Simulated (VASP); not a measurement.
Input of a VASP 6.6.1 run:

The input INCAR:

```
SYSTEM = SnO2
ALGO     = Normal         ! electronic algorithm
EDIFF    = 1E-6           ! SCF threshold, eV
EDIFFG   = -0.01          ! ionic threshold
ENCUT    = 600            ! plane-wave cutoff, eV
GGA      = RE             ! functional
IBRION   = 2              ! ionic algorithm
ISIF     = 3              ! what is computed and relaxed
ISMEAR   = -1             ! smearing method
IVDW     = 12             ! dispersion correction
LASPH    = .TRUE.         ! aspherical terms in the spheres
LCHARG   = .FALSE.        ! write CHGCAR
LREAL    = .FALSE.        ! projectors in reciprocal space
LWAVE    = .FALSE.        ! write WAVECAR
NELM     = 80             ! most SCF steps
NSW      = 60             ! ionic steps
PREC     = Accurate       ! precision mode
SIGMA    = 0.05           ! smearing width, eV
```

KPOINTS

```
k-points
0
G
  9 9 9
  0 0 0
```

POSCAR

```
SnO2
1.0
    0.0000000000      2.5741500000      2.5741500000
    2.5741500000      0.0000000000      2.5741500000
    2.5741500000      2.5741500000      0.0000000000
Sn O
1 2
Direct
    0.0000000000      0.0000000000      0.0000000000
    0.7500000000      0.7500000000      0.7500000000
    0.2500000000      0.2500000000      0.2500000000
```

Potentials or basis: VASP PAW PBE potentials, release 64 (Sn_d, O).

The run is started by

```sh
$ cat potpaw_PBE.64/Sn_d/POTCAR potpaw_PBE.64/O/POTCAR > POTCAR
$ mpirun -np 1 vasp_std > vasp.out
```

**Question.** Predict the relaxed cell.

**Answer.** a = 3.616 Å, b = 3.616 Å, c = 3.616 Å, α = 60.00°, β = 60.00°, γ = 60.00°.

**Question.** Predict the dispersion energy per atom.

**Answer.** -0.458 eV.

Final structure:
```
CELL_PARAMETERS angstrom
0.00000 2.55715 2.55715
2.55715 0.00000 2.55715
2.55715 2.55715 0.00000
ATOMIC_POSITIONS crystal
Sn 0.00000 0.00000 0.00000
O 0.75000 0.75000 0.75000
O 0.25000 0.25000 0.25000
```
